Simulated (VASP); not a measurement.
Input of a VASP 6.6.1 run:

Contents of POSCAR:

```
TaN
1.0
    0.0000000000      2.1790013100      2.1790013100
    2.1790013100      0.0000000000      2.1790013100
    2.1790013100      2.1790013100      0.0000000000
Ta N
1 1
Direct
    0.5000000000      0.5000000000      0.5000000000
    0.0000000000      0.0000000000      0.0000000000
```

Contents of INCAR.step1:

```
SYSTEM = TaN
ALGO = Normal ; EDIFF = 1E-5
ENCUT = 770 ; GGA = PE
GGA_COMPAT = .FALSE. ; ISMEAR = 0
ISPIN = 2 ; LASPH = .TRUE.
LCHARG = .FALSE. ; LMAXMIX = 4
LREAL = .FALSE. ; LWAVE = .TRUE.
MAGMOM = 0 0 ; NBANDS = 20
NELM = 200 ; PREC = Accurate
SIGMA = 0.05
```

INCAR.step2

```
SYSTEM = TaN
ALGO = Normal ; EDIFF = 1E-6
ENCUT = 770 ; GGA_COMPAT = .FALSE.
ISIF = 2 ; ISMEAR = 0
ISPIN = 2 ; ISTART = 1
LASPH = .TRUE. ; LCHARG = .TRUE.
LELF = .TRUE. ; LMAXMIX = 4
LMIXTAU = .TRUE. ; LORBIT = 11
LREAL = .FALSE. ; LVHAR = .TRUE.
LWAVE = .FALSE. ; MAGMOM = 0 0
METAGGA = R2SCAN ; NBANDS = 20
NELM = 200 ; PREC = Accurate
SIGMA = 0.05
```

File KPOINTS:

```
k-points
0
G
  7 7 7
  0 0 0
```

Potentials or basis: VASP PAW PBE potentials, release 64 (Ta_sv_GW, N).

Launch:

```bash
$ cat potpaw_PBE.64/Ta_sv_GW/POTCAR potpaw_PBE.64/N/POTCAR > POTCAR
$ cp INCAR.step1 INCAR
$ mpirun -np 1 vasp_std > vasp.out
$ cp INCAR.step2 INCAR
$ mpirun -np 1 vasp_std > vasp.out
```

**Question.** Estimate the pressure.

**Answer.** 9.7 GPa.

**Question.** Predict the net moment.

**Answer.** 0.00 μB per cell.

**Question.** Estimate the band gap on the k mesh.

**Answer.** Zero (filled and empty bands overlap).

Caveat: the cell stands under pressure; the PAW data sets were made with another functional, which shifts forces and pressure a little; spin-orbit coupling is left out, which moves the levels of the heavy elements.
